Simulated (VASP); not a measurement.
K2SmReO6:

```
Sm O K Re
1.0
     0.00000    4.21233    4.21233
     4.21233    0.00000    4.21233
     4.21233    4.21233    0.00000
Sm O K Re
1 6 2 1
Direct
  0.50000 0.50000 0.50000
  0.75000 0.25000 0.25000
  0.25000 0.75000 0.25000
  0.25000 0.75000 0.75000
  0.75000 0.25000 0.75000
  0.25000 0.25000 0.75000
  0.75000 0.75000 0.25000
  0.25000 0.25000 0.25000
  0.75000 0.75000 0.75000
  0.00000 0.00000 0.00000
```

| Item | Value |
| --- | --- |
| Program | VASP 6.6.1 |
| Task | relaxation of cell and atoms |
| Functional | PBE |
| Potentials or basis | VASP PAW PBE potentials, release 64 (Sm, O, K_sv, Re) |
| Cutoff | 600 eV |
| k mesh | 5 × 5 × 5 |
| Occupations | fermi-dirac, width 0.1 eV |
| Spin | collinear spin, ferrimagnetic start |
| Starting moments | [5.41, -0.03, -0.03, -0.03, -0.03, -0.03, -0.03, 0.0, 0.0, 0.03] μB |

At the start: pressure -3.7 GPa; volume 14.95 Å³/atom.

Task: Where does the relaxation end?

Result: Over 8 steps the energy falls by 367.2 meV/atom and the volume is 15.05 Å³/atom (+0.7 %); space group Fm-3m (No. 225, to 0.05 Å); moment 5.00 μB per cell.

Step by step:
| step | energy change (eV) | largest force (eV/Å) | pressure (GPa) | volume (Å³) |
| --- | --- | --- | --- | --- |
| 1 | 0.0000 | 5.2400 | -3.67 | 149.49 |
| 2 | -2.9012 | 3.2564 | 14.77 | 142.20 |
| 3 | -3.5679 | 0.3105 | 4.36 | 144.12 |
| 4 | -3.5699 | 0.1444 | 4.87 | 144.02 |
| 5 | -3.6544 | 0.3182 | -2.08 | 152.61 |
| 6 | -3.6661 | 0.2658 | -0.44 | 150.30 |
| 7 | -3.6677 | 0.2307 | 0.45 | 150.60 |
| 8 | -3.6717 | 0.0022 | 0.07 | 150.46 |

Final structure:
```
Sm O K Re
1.0
     0.00000    4.22150    4.22150
     4.22150    0.00000    4.22150
     4.22150    4.22150    0.00000
Sm O K Re
1 6 2 1
Direct
  0.50000 0.50000 0.50000
  0.77449 0.22551 0.22551
  0.22551 0.77449 0.22551
  0.22551 0.77449 0.77449
  0.77449 0.22551 0.77449
  0.22551 0.22551 0.77449
  0.77449 0.77449 0.22551
  0.25000 0.25000 0.25000
  0.75000 0.75000 0.75000
  0.00000 0.00000 0.00000
```

Caveat: the magnetic or orbital state may not be the lowest; the electronic state changed during the relaxation; without U or exact exchange the open f shell lies at the Fermi level, which spoils levels, moments and volumes.
